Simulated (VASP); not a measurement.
Set up this calculation in VASP 6.6.1, as the native input.

```yaml
Task: single point
Functional: PBE
Potentials_or_basis: VASP PAW PBE potentials, release 64 (Pb_d)
Cutoff: 520 eV
k_mesh: 16 × 16 × 16
Occupations: gaussian, width 0.15 eV
Spin: no spin polarisation
Dipole_correction: no
Further_INCAR_settings: ALGO = Fast; EDIFF = 1e-07; NBANDS = 13
```

The structure of Pb lies in POSCAR:

```
Pb
1.0
    0.0000000000      2.4080550000      2.5932900000
    2.4080550000      0.0000000000      2.5932900000
    2.4080550000      2.4080550000      0.0000000000
Pb
1
Direct
    0.0000000000      0.0000000000      0.0000000000
```

This cell differs from its parent crystal: strain -0.025 along x and y, +0.050 along z.

The input as run:

INCAR

```
SYSTEM = Pb
  PREC = Accurate
  ENCUT = 520
  EDIFF = 1E-7
  ISMEAR = 0
  SIGMA = 0.15
  LREAL = .FALSE.
  LASPH = .TRUE.
  NELM = 100
  ALGO = Fast
  ISIF = 2
  LWAVE = .FALSE.
  LCHARG = .FALSE.
  GGA = PE
  NBANDS = 13
```

KPOINTS

```
Automatic mesh
0
G
  16 16 16
  0 0 0
```

Potentials or basis: VASP PAW PBE potentials, release 64 (Pb_d).

Launch:

```sh
$ cat potpaw_PBE.64/Pb_d/POTCAR > POTCAR
$ mpirun -np 1 vasp_std > vasp.out
```

Results of the run:

The pressure is 2.8 GPa and the band gap on the k mesh is zero (band 7 reaches 14.83 eV, above the bottom of band 8 at 5.47 eV).

Caveat: the cell differs from its parent crystal (strain -0.025 along x and y, +0.050 along z); spin-orbit coupling is left out, which moves the levels of the heavy elements.

Run time: 110 s on 1 thread of Intel(R) Xeon(R) Platinum 8488C (Sapphire Rapids) (shared host), peak memory 0.25 GiB.
